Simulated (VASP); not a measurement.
# GaN (I-4m2) in VASP: notebook, part 2 of 2

VASP 6.6.1. The steps go on from the part before.

## 3. Single point, PBEsol, non-collinear spin, zero start, spin-orbit coupling (film at in-plane strain +0.01)

Contents of INCAR:

```
SYSTEM = GaN
ALGO = Normal
EDIFF = 1E-7
ENCUT = 520
GGA = PS
GGA_COMPAT = .False.
ISIF = 2
ISMEAR = 0
LASPH = .True.
LCHARG = .False.
LORBIT = 11
LORBMOM = .True.
LREAL = .False.
LSORBIT = .True.
LWAVE = .False.
MAGMOM = 0 0 0 0 0 0
NBANDS = 30
NELM = 150
PREC = Accurate
SIGMA = 0.01
```

Contents of KPOINTS:

```
k-points
0
Gamma
  10 10 10
  0 0 0
```

Contents of POSCAR:

```
GaN
1.0
    2.2716286445      2.2716286445      0.0000000000
   -2.2716286445      2.2716286445      0.0000000000
    0.0000000000      2.2716286445      2.2244451531
Ga N
1 1
Direct
    0.0000000000      0.0000000000      0.0000000000
    0.2500000000      0.7500000000      0.5000000000
```

Potentials or basis: VASP PAW PBE potentials, release 64 (Ga_d, N).

On the command line:

```bash
$ cat potpaw_PBE.64/Ga_d/POTCAR potpaw_PBE.64/N/POTCAR > POTCAR
$ mpirun -np 1 vasp_ncl > vasp.out
```

OUTCAR:

```text
SYSTEM = GaN
   EDIFF = 1E-7
   ENCUT = 520
   GGA = PS
   ISIF = 2
   ISMEAR = 0
   LASPH = .True.
   LORBIT = 11
   LREAL = .False.
   LSORBIT = .True.
   NELM = 150
   PREC = Accurate

 ion  position               nearest neighbor table
   1  0.000  0.000  0.000-   2 1.95   2 1.95   2 1.95   2 1.95
   2  0.250  0.750  0.500-   1 1.95   1 1.95   1 1.95   1 1.95

  LATTYP: Found a body centered tetragonal cell.
 ALAT       =     3.2125680377
 C/A-ratio  =     1.3848392482

  Lattice vectors:

 A1 = (   2.2716286445,   0.0000000000,  -2.2244451531)
 A2 = (  -2.2716286445,   0.0000000000,  -2.2244451531)
 A3 = (   0.0000000000,   2.2716286445,   2.2244451531)

Analysis of symmetry for initial positions (statically):
[... 1083 lines left out ...]
 l=   3
     0.0000000     0.0000000     0.0000000     0.0000000     0.0000000     0.0000000     0.0000000
     0.0000000     0.0000000     0.0000000     0.0000000     0.0000000     0.0000000     0.0000000
     0.0000000     0.0000000     0.0000000     0.0000000     0.0000000     0.0000000     0.0000000
     0.0000000     0.0000000     0.0000000     0.0000000     0.0000000     0.0000000     0.0000000
     0.0000000     0.0000000     0.0000000     0.0000000     0.0000000     0.0000000     0.0000000
     0.0000000     0.0000000     0.0000000     0.0000000     0.0000000     0.0000000     0.0000000
     0.0000000     0.0000000     0.0000000     0.0000000     0.0000000     0.0000000     0.0000000

 total charge

# of ion       s       p       d       tot
------------------------------------------
    1        0.791   0.900  10.176  11.868
    2        1.218   2.500   0.000   3.718
--------------------------------------------------
tot          2.009   3.400  10.176  15.585

 magnetization (x)

# of ion       s       p       d       tot
------------------------------------------
    1        0.000   0.000   0.000   0.000
    2       -0.000   0.000   0.000   0.000
--------------------------------------------------
tot         -0.000   0.000   0.000   0.000

 magnetization (y)

# of ion       s       p       d       tot
------------------------------------------
    1        0.000   0.000   0.000   0.000
    2        0.000   0.000   0.000   0.000
--------------------------------------------------
tot          0.000   0.000   0.000   0.000

 magnetization (z)

# of ion       s       p       d       tot
------------------------------------------
    1        0.000   0.000   0.000   0.000
    2        0.000  -0.000   0.000  -0.000
--------------------------------------------------
tot          0.000  -0.000   0.000  -0.000
```

It took 5 min on 1 thread of Intel Xeon Platinum 8488C (Sapphire Rapids), shared host; peak memory 0.31 GiB.

What came out:

```
Free energy                                           : -13.1242 eV
Pressure                                              : -1.9 GPa
Net moment                                            : 0.00 μB per cell
Valence electrons inside the program's atomic spheres : Ga 11.87; N 3.72
```

Stress tensor (GPa, compression positive):
```
-2.74  0.00  0.00
 0.00 -2.74  0.00
 0.00  0.00 -0.24
```

Moments on the atoms (μB; x, y, z):
```
Ga  0.00 0.00 0.00
N   0.00 0.00 0.00
```

Caveat: the cell differs from its parent crystal (film at in-plane strain +0.01); the PAW data sets were made with another functional, which shifts forces and pressure a little.

## 4. Single point, PBEsol, non-collinear spin, zero start, spin-orbit coupling (film at in-plane strain -0.02)

Contents of INCAR:

```
PREC     = Accurate       # precision mode
ENCUT    = 520            # plane-wave cutoff, eV
EDIFF    = 1E-7           # SCF threshold, eV
ISMEAR   = 0              # smearing method
SIGMA    = 0.01           # smearing width, eV
LREAL    = F              # projectors in reciprocal space
LASPH    = T              # aspherical terms in the spheres
NELM     = 150            # most SCF steps
ALGO     = Normal         # electronic algorithm
ISIF     = 2              # what is computed and relaxed
LWAVE    = F              # write WAVECAR
LCHARG   = F              # write CHGCAR
LNONCOLLINEAR= T              # non-collinear magnetism
MAGMOM   = 0 0 0 0 0 0    # initial moments
LORBIT   = 11             # projections on sites
LSORBIT  = T              # spin-orbit coupling
GGA_COMPAT= F            
LORBMOM  = T            
GGA      = PS             # functional
NBANDS   = 30             # bands
```

Contents of KPOINTS:

```
regular mesh
0
Gamma
  10 10 10
```

Contents of POSCAR:

```
GaN
1.0
    2.2041545264      2.2041545264      0.0000000000
   -2.2041545264      2.2041545264      0.0000000000
    0.0000000000      2.2041545264      2.2965745191
Ga N
1 1
Direct
    0.0000000000      0.0000000000      0.0000000000
    0.2500000000      0.7500000000      0.5000000000
```

On the command line:

```bash
$ cat potpaw_PBE.64/Ga_d/POTCAR potpaw_PBE.64/N/POTCAR > POTCAR
$ mpirun -np 1 vasp_ncl > vasp.out
```

Run time: 81 s. Hardware: 1 thread of Intel Xeon 6975P-C (Granite Rapids), shared host; peak memory 0.3 GiB.

Results (log left out):

```
Free energy                                           : -13.1130 eV
Pressure                                              : 3.4 GPa
Net moment                                            : 0.00 μB per cell
Valence electrons inside the program's atomic spheres : Ga 11.92; N 3.74
```

Stress tensor (GPa, compression positive):
```
 5.28  0.00  0.00
 0.00  5.28  0.00
 0.00  0.00 -0.29
```

Moments on the atoms (μB; x, y, z):
```
Ga  0.00 0.00 0.00
N   0.00 0.00 0.00
```

Caveat: the cell differs from its parent crystal (film at in-plane strain -0.02); the PAW data sets were made with another functional, which shifts forces and pressure a little.

## 5. Single point, PBEsol, non-collinear spin, zero start, spin-orbit coupling (film at in-plane strain -0.01)

Contents of INCAR:

```
SYSTEM = GaN
PREC = Accurate
ENCUT = 520
EDIFF = 1E-6
ISMEAR = 0
SIGMA = 0.01
LREAL = .FALSE.
LASPH = .TRUE.
NELM = 150
ALGO = Normal
ISIF = 2
LWAVE = .FALSE.
LCHARG = .FALSE.
LNONCOLLINEAR = .TRUE.
MAGMOM = 0 0 0 0 0 0
LORBIT = 11
LSORBIT = .TRUE.
GGA_COMPAT = .FALSE.
LORBMOM = .TRUE.
GGA = PS
NBANDS = 30
```

Contents of KPOINTS:

```
Automatic mesh
0
G
  10 10 10
  0 0 0
```

Contents of POSCAR:

```
GaN
1.0
    2.2266458991      2.2266458991      0.0000000000
   -2.2266458991      2.2266458991      0.0000000000
    0.0000000000      2.2266458991      2.2727625366
Ga N
1 1
Direct
    0.0000000000      0.0000000000      0.0000000000
    0.2500000000      0.7500000000      0.5000000000
```

On the command line:

```bash
$ cat potpaw_PBE.64/Ga_d/POTCAR potpaw_PBE.64/N/POTCAR > POTCAR
$ mpirun -np 1 vasp_ncl > vasp.out
```

It took 82 s on 1 thread of Intel Xeon 6975P-C (Granite Rapids), shared host; peak memory 0.3 GiB.

Results (log left out):

```yaml
Free_energy: -13.1244 eV
Pressure: 1.6 GPa
Net_moment: 0.00 μB per cell
Valence_electrons_inside_the_program's_atomic_spheres: Ga 11.90; N 3.73
```

Stress tensor (GPa, compression positive):
```
 2.45  0.00  0.00
 0.00  2.45  0.00
 0.00  0.00 -0.21
```

Moments on the atoms (μB; x, y, z):
```
Ga  0.00 0.00 0.00
N   0.00 0.00 0.00
```

Caveat: the cell differs from its parent crystal (film at in-plane strain -0.01); the PAW data sets were made with another functional, which shifts forces and pressure a little.

## 6. The runs side by side

| cell | pressure (GPa) | moment (μB) |
| --- | --- | --- |
| a = 3.197, b = 3.197, c = 3.180 Å, angles 59.8, 59.8, 90.0°, 2 atoms | -1.1 | 0.00 |
| a = 3.213, b = 3.213, c = 3.179 Å, angles 59.7, 59.7, 90.0°, 2 atoms | -1.9 | 0.00 |
| a = 3.117, b = 3.117, c = 3.183 Å, angles 60.7, 60.7, 90.0°, 2 atoms | 3.4 | 0.00 |
| a = 3.149, b = 3.149, c = 3.182 Å, angles 60.3, 60.3, 90.0°, 2 atoms | 1.6 | 0.00 |

Alike in all rows: task single point; level PBEsol; potentials or basis VASP PAW PBE potentials, release 64 (Ga_d, N); spin non-collinear, zero start, SOC; k mesh 10 × 10 × 10; cutoff (eV) 520; smearing gaussian 0.01 eV.

Caveats: the PAW data sets were made with another functional, which shifts forces and pressure a little.

Absolute energies hang on the potentials; compare differences alone.
